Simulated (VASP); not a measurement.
# MoS2 (R-3m) in VASP: a series of runs, part 2 of 2

VASP 6.6.1. The steps go on from the part before.

## (5) Single point, LDA (volume scaled by 1.02)

Contents of INCAR:

```
SYSTEM = MoS2
PREC = Accurate
ENCUT = 520
EDIFF = 1E-6
ISMEAR = -1
SIGMA = 0.05
LREAL = .FALSE.
LASPH = .TRUE.
NELM = 100
ALGO = Normal
ISIF = 2
LWAVE = .FALSE.
LCHARG = .TRUE.
GGA = CA
LELF = .TRUE.
LVHAR = .TRUE.
NBANDS = 20
```

Contents of KPOINTS:

```
Automatic mesh
0
G
  10 10 10
  0 0 0
```

Contents of POSCAR:

```
MoS2
1.0
    1.5960003060      0.9214512063      6.1554945136
   -1.5960003060      0.9214512063      6.1554945136
    0.0000000000     -1.8429024126      6.1554945136
Mo S
1 2
Direct
    0.0000000000      0.0000000000      0.0000000000
    0.2500000000      0.2500000000      0.2500000000
    0.7500000000      0.7500000000      0.7500000000
```

Potentials or basis: VASP PAW LDA potentials, release 64 (Mo_sv, S).

On the command line:

```sh
$ cat potpaw_LDA.64/Mo_sv/POTCAR potpaw_LDA.64/S/POTCAR > POTCAR
$ mpirun -np 1 vasp_std > vasp.out
```

OUTCAR:

```text
SYSTEM = MoS2
   PREC = Accurate
   ENCUT = 520
   EDIFF = 1E-6
   ISMEAR = -1
   LREAL = .FALSE.
   LASPH = .TRUE.
   NELM = 100
   ISIF = 2
   GGA = CA

 ion  position               nearest neighbor table
   1  0.000  0.000  0.000-   3 2.40   3 2.40   2 2.40   2 2.40   3 2.40   2 2.40
   2  0.250  0.250  0.250-   1 2.40   1 2.40   1 2.40
   3  0.750  0.750  0.750-   1 2.40   1 2.40   1 2.40

  LATTYP: Found a trigonal (rhomboedric) cell.
 ALAT       =     6.4254495570
 COS(alpha) =     0.8766074614

  Lattice vectors:

 A1 = (   1.5960003060,   0.9214512063,   6.1554945136)
 A2 = (  -1.5960003060,   0.9214512063,   6.1554945136)
 A3 = (   0.0000000000,  -1.8429024126,   6.1554945136)

Analysis of symmetry for initial positions (statically):
=====================================================================
 Subroutine PRICEL returns:
 Original cell was already a primitive cell.

 Routine SETGRP: Setting up the symmetry group for a
 trigonal (rhombohedral) supercell.

 Subroutine GETGRP returns: Found 12 space group operations
 (whereof 12 operations were pure point group operations)
[... 158 lines left out ...]
  ---------------------------------------------------
  ext. energy  EPLUGINS =         0.00000000
  ---------------------------------------------------
  free energy    TOTEN  =       -23.62495345 eV

  energy without entropy =      -23.61887139  energy(sigma->0) =      -23.62191242

 E-fermi :   7.3828     XC(G=0): -11.0328

 val. band max:        7.3693384160   @ k =   0.1000   0.1000  -0.0000
 cond. band min:       7.4127918728   @ k =   0.2000   0.1000   0.1000
 fundamental gap:      0.0434534567
 Fermi energy:         7.3828361460

 k-point     1 :       0.0000    0.0000    0.0000
  band No.  band energies     occupation
      1     -54.0644      2.00000
      2     -28.3221      2.00000
      3     -28.2475      2.00000
      4     -28.2475      2.00000
      5      -7.6150      2.00000
      6      -6.0164      2.00000
[... 541 lines left out ...]
     19      14.3859      0.00000
     20      15.5722      0.00000

 [... further k-points ...]
[... 5 lines left out ...]
  --------------------------------------------------------------------------------------
  -------------------------------------------------------------------------------------
  Total       -1.3997647     -1.3997647      0.0326900      0.0000000     -0.0000000     -0.0000000
  in kB      -41.2901154    -41.2901154      0.9642871      0.0000000     -0.0000000     -0.0000000
  external PRESSURE =     -27.2053146 kB  Pullay stress =       0.0000000 kB

 VOLUME and BASIS-vectors are now :
 -----------------------------------------------------------------------------
  energy-cutoff  :      520.00
  volume of cell :       54.31
      direct lattice vectors                 reciprocal lattice vectors
     1.596000306  0.921451206  6.155494514     0.313283148  0.180874110  0.054152162
    -1.596000306  0.921451206  6.155494514    -0.313283148  0.180874110  0.054152162
     0.000000000 -1.842902413  6.155494514     0.000000000 -0.361748220  0.054152162

 POSITION                                       TOTAL-FORCE (eV/Angst)
 -----------------------------------------------------------------------------------
      0.00000      0.00000      0.00000         0.000000      0.000000     -0.000000
      0.00000      0.00000      4.61662        -0.000000     -0.000000     -0.257384
      0.00000      0.00000     13.84986        -0.000000      0.000000      0.257384
 -----------------------------------------------------------------------------------
    total drift:                               -0.000000     -0.000000      0.000000

  FREE ENERGIE OF THE ION-ELECTRON SYSTEM (eV)
  ---------------------------------------------------
  free  energy   TOTEN  =       -23.6249534488 eV

  energy  without entropy=      -23.6188713922  energy(sigma->0) =      -23.62191242
```

stdout:

```text
POSCAR found type information on POSCAR MoS
 POSCAR found :  2 types and       3 ions
 scaLAPACK will be used
 LDA part: xc-table for (Slater(with rela. corr.)+CA(PZ))
 , standard interpolation
 POSCAR, INCAR and KPOINTS ok, starting setup
 FFT: planning ... GRIDC
 FFT: planning ... GRID_SOFT
 FFT: planning ... GRID
 WAVECAR not read
 entering main loop
```

Run time: 2.4 min. Hardware: 1 thread of Intel Xeon 6975P-C (Granite Rapids), shared host; peak memory 0.33 GiB.

What came out:

* Free energy: -23.6250 eV
* Pressure: -2.7 GPa
* Largest force: 0.257 eV/Å
* Band gap on the k mesh: zero (band 13 reaches 7.64 eV, above the bottom of band 14 at 7.02 eV)

Forces in eV/Å, atoms in the order of the input:
```
Mo   0.000  0.000  0.000
S    0.000  0.000 -0.257
S    0.000  0.000  0.257
```

Levels at points of the mesh, in eV from the Fermi level:
```csv
k point,band 9,band 10,band 11,band 12,band 13,band 14,band 15,band 16,band 17,band 18
"(0.00, 0.00, 0.00)",-4.14,-1.74,-1.24,-1.03,-1.03,-0.26,-0.26,3.29,3.29,6.03
"(0.50, 0.00, 0.00)",-5.22,-4.27,-2.81,-1.91,-1.59,0.98,1.87,3.32,4.01,5.46
"(0.50, 0.50, 0.00)",-4.60,-4.20,-2.83,-2.22,-1.80,0.98,1.66,3.75,4.64,4.69
"(0.50, 0.50, 0.50)",-4.12,-3.87,-1.02,-1.02,-0.36,-0.36,-0.07,3.40,3.40,6.00
```

## (6) Single point, PBEsol (volume scaled by 1.04)

Contents of INCAR:

```
SYSTEM = MoS2
ALGO     = Normal         ! electronic algorithm
EDIFF    = 1E-6           ! SCF threshold, eV
ENCUT    = 520            ! plane-wave cutoff, eV
GGA      = PS             ! functional
ISIF     = 2              ! what is computed and relaxed
ISMEAR   = -1             ! smearing method
LASPH    = .True.         ! aspherical terms in the spheres
LCHARG   = .False.        ! write CHGCAR
LREAL    = .False.        ! projectors in reciprocal space
LWAVE    = .False.        ! write WAVECAR
NBANDS   = 20             ! bands
NELM     = 100            ! most SCF steps
PREC     = Accurate       ! precision mode
SIGMA    = 0.05           ! smearing width, eV
```

Contents of KPOINTS:

```
k-points
0
Gamma
  10 10 10
  0 0 0
```

Contents of POSCAR:

```
MoS2
1.0
    1.6063642348      0.9274348234      6.1954663772
   -1.6063642348      0.9274348234      6.1954663772
    0.0000000000     -1.8548696467      6.1954663772
Mo S
1 2
Direct
    0.0000000000      0.0000000000      0.0000000000
    0.2500000000      0.2500000000      0.2500000000
    0.7500000000      0.7500000000      0.7500000000
```

Potentials or basis: VASP PAW PBE potentials, release 64 (Mo_sv, S).

On the command line:

```sh
$ cat potpaw_PBE.64/Mo_sv/POTCAR potpaw_PBE.64/S/POTCAR > POTCAR
$ mpirun -np 1 vasp_std > vasp.out
```

OUTCAR:

```text
SYSTEM = MoS2
   EDIFF = 1E-6
   ENCUT = 520
   GGA = PS
   ISIF = 2
   ISMEAR = -1
   LASPH = .True.
   LREAL = .False.
   NELM = 100
   PREC = Accurate

 ion  position               nearest neighbor table
   1  0.000  0.000  0.000-   3 2.42   2 2.42   3 2.42   3 2.42   2 2.42   2 2.42
   2  0.250  0.250  0.250-   1 2.42   1 2.42   1 2.42
   3  0.750  0.750  0.750-   1 2.42   1 2.42   1 2.42

  LATTYP: Found a trigonal (rhomboedric) cell.
 ALAT       =     6.4671744245
 COS(alpha) =     0.8766074614

  Lattice vectors:

[... 741 lines left out ...]

  FORCE on cell =-STRESS in cart. coord.  units (eV):
  Direction    XX          YY          ZZ          XY          YZ          ZX
  --------------------------------------------------------------------------------------
  -------------------------------------------------------------------------------------
  Total       -1.4626529     -1.4626529     -0.0014733      0.0000000     -0.0000000      0.0000000
  in kB      -42.3154698    -42.3154698     -0.0426239      0.0000000     -0.0000000      0.0000000
  external PRESSURE =     -28.2245212 kB  Pullay stress =       0.0000000 kB

 VOLUME and BASIS-vectors are now :
 -----------------------------------------------------------------------------
  energy-cutoff  :      520.00
  volume of cell :       55.38
      direct lattice vectors                 reciprocal lattice vectors
     1.606364235  0.927434823  6.195466377     0.311261910  0.179707148  0.053802783
    -1.606364235  0.927434823  6.195466377    -0.311261910  0.179707148  0.053802783
     0.000000000 -1.854869647  6.195466377     0.000000000 -0.359414295  0.053802783

 POSITION                                       TOTAL-FORCE (eV/Angst)
 -----------------------------------------------------------------------------------
      0.00000      0.00000      0.00000         0.000000     -0.000000      0.000000
      0.00000      0.00000      4.64660         0.000000     -0.000000     -0.097503
      0.00000      0.00000     13.93980         0.000000      0.000000      0.097503
 -----------------------------------------------------------------------------------
    total drift:                               -0.000000     -0.000000      0.000000

  FREE ENERGIE OF THE ION-ELECTRON SYSTEM (eV)
  ---------------------------------------------------
  free  energy   TOTEN  =       -22.6064394593 eV

  energy  without entropy=      -22.6002261025  energy(sigma->0) =      -22.60333278
```

OSZICAR:

```text
N       E                     dE             d eps       ncg     rms          rms(c)
DAV:   1     0.179104676972E+03    0.17910E+03   -0.13401E+04  4672   0.122E+03
DAV:   2    -0.167698505504E+02   -0.19587E+03   -0.19114E+03  5712   0.313E+02
DAV:   3    -0.241405058680E+02   -0.73707E+01   -0.72893E+01  5784   0.563E+01
DAV:   4    -0.242295028200E+02   -0.88997E-01   -0.88896E-01  5676   0.646E+00
DAV:   5    -0.242309413060E+02   -0.14385E-02   -0.14383E-02  5760   0.794E-01    0.237E+01
DAV:   6    -0.231610869099E+02    0.10699E+01   -0.15061E+01  4848   0.210E+01    0.920E+00
DAV:   7    -0.227720792109E+02    0.38901E+00   -0.64619E+00  4820   0.130E+01    0.601E+00
DAV:   8    -0.226072959836E+02    0.16478E+00   -0.86058E-01  5100   0.504E+00    0.174E+00
DAV:   9    -0.226081806679E+02   -0.88468E-03   -0.32049E-02  5476   0.106E+00    0.639E-01
DAV:  10    -0.226065912005E+02    0.15895E-02   -0.16437E-02  5144   0.789E-01    0.164E-01
DAV:  11    -0.226064648875E+02    0.12631E-03   -0.86978E-04  5280   0.193E-01    0.520E-02
DAV:  12    -0.226064319181E+02    0.32969E-04   -0.10631E-04  5340   0.659E-02    0.326E-02
DAV:  13    -0.226064399774E+02   -0.80594E-05   -0.34566E-05  5060   0.340E-02    0.106E-02
DAV:  14    -0.226064394593E+02    0.51810E-06   -0.43006E-06  5132   0.119E-02
   1 F= -.22606439E+02 E0= -.22603333E+02  d E =-.621336E-02
```

stdout:

```text
POSCAR found type information on POSCAR MoS
 POSCAR found :  2 types and       3 ions
 scaLAPACK will be used
 -----------------------------------------------------------------------------
|                                                                             |
|                                                                             |
|     You enforced a specific xc type in the INCAR file but a different       |
|     I HOPE YOU KNOW WHAT YOU ARE DOING!                                     |
|                                                                             |
 -----------------------------------------------------------------------------

 LDA part: xc-table for (Slater+PW92), standard interpolation
 POSCAR, INCAR and KPOINTS ok, starting setup
 FFT: planning ... GRIDC
 FFT: planning ... GRID_SOFT
 FFT: planning ... GRID
 WAVECAR not read
 entering main loop
```

Run time: 3.9 min. Hardware: 1 thread of AMD EPYC 9R45 (Zen 5), shared host; peak memory 0.36 GiB.

Results:

| Property | Result |
| --- | --- |
| Free energy | -22.6064 eV |
| Pressure | -2.8 GPa |
| Largest force | 0.098 eV/Å |
| Band gap on the k mesh | zero (band 13 reaches 7.46 eV, above the bottom of band 14 at 6.82 eV) |

Forces in eV/Å, atoms in the order of the input:
```
Mo   0.000  0.000  0.000
S    0.000  0.000 -0.098
S    0.000  0.000  0.098
```

Caveat: the PAW data sets were made with another functional, which shifts forces and pressure a little.

## (7) Overview

| level | potentials or basis | cell | gap on the mesh (eV) | pressure (GPa) | largest force (eV/Å) |
| --- | --- | --- | --- | --- | --- |
| LDA | VASP PAW LDA potentials, release 64 (Mo_sv, S) | a = 6.297 Å, angles 28.8°, 3 atoms | none | 7.1 | 1.36 |
| LDA | VASP PAW LDA potentials, release 64 (Mo_sv, S) | a = 6.340 Å, angles 28.8°, 3 atoms | none | 3.4 | 0.96 |
| LDA | VASP PAW LDA potentials, release 64 (Mo_sv, S) | a = 6.383 Å, angles 28.8°, 3 atoms | none | 0.2 | 0.60 |
| LDA | VASP PAW LDA potentials, release 64 (Mo_sv, S) | a = 6.425 Å, angles 28.8°, 3 atoms | none | -2.7 | 0.26 |
| PBEsol | VASP PAW PBE potentials, release 64 (Mo_sv, S) | a = 6.467 Å, angles 28.8°, 3 atoms | none | -2.8 | 0.10 |

Alike in all rows: task single point; no spin polarisation; k mesh 10 × 10 × 10; cutoff (eV) 520; smearing fermi-dirac 0.05 eV.

Caveats: forces of over 1 eV/Å act on the atoms, so gaps and moduli don't describe the material at rest (some runs); the PAW data sets were made with another functional, which shifts forces and pressure a little (some runs).

Total energies depend on the potentials used, so only differences within one code and one set of settings carry meaning.
